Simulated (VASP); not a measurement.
A run of VASP 6.6.1 is set up as follows.

Contents of INCAR:

```
SYSTEM = Cd3Te2S
ALGO = Normal
EDIFF = 1E-6
ENCUT = 520
GGA = PE
ISIF = 2
ISMEAR = 0
LASPH = .True.
LCHARG = .False.
LREAL = .False.
LWAVE = .False.
NBANDS = 36
NELM = 60
PREC = Accurate
SIGMA = 0.1
```

Contents of KPOINTS:

```
k-points
0
Gamma
  4 4 4
  0 0 0
```

POSCAR

```
Cd3Te2S
1.0
    4.4024840700      0.0000000000      0.0000000000
    0.0000000000      4.4024840700      0.0000000000
    0.0000000000      0.0000000000      7.3232504600
Cd Te S
3 2 1
Direct
    0.0000000000      0.0000000000      0.0000000000
    0.5000000000      0.0000000000      0.6756250300
    0.0000000000      0.5000000000      0.3243749700
    0.5000000000      0.0000000000      0.2671410100
    0.0000000000      0.5000000000      0.7328589900
    0.5000000000      0.5000000000      0.0000000000
```

Potentials or basis: VASP PAW PBE potentials, release 64 (Cd, Te, S).

Launch:

```console
$ cat potpaw_PBE.64/Cd/POTCAR potpaw_PBE.64/Te/POTCAR potpaw_PBE.64/S/POTCAR > POTCAR
$ mpirun -np 1 vasp_std > vasp.out
```

Task: What does it give for the band gap on the k mesh?

Result: Zero (bands 27 and 28 overlap by 1.11 eV).

Task: Estimate the largest force.

Result: 1.395 eV/Å.

Task: Predict the pressure.

Result: 7.2 GPa.

Stress tensor (GPa, compression positive):
```
5.87 0.00 0.00
0.00 5.87 0.00
0.00 0.00 9.77
```

Caveat: the cell stands under pressure; spin-orbit coupling is left out, which moves the levels of the heavy elements; forces of over 1 eV/Å act on the atoms, so gaps and moduli don't describe the material at rest.
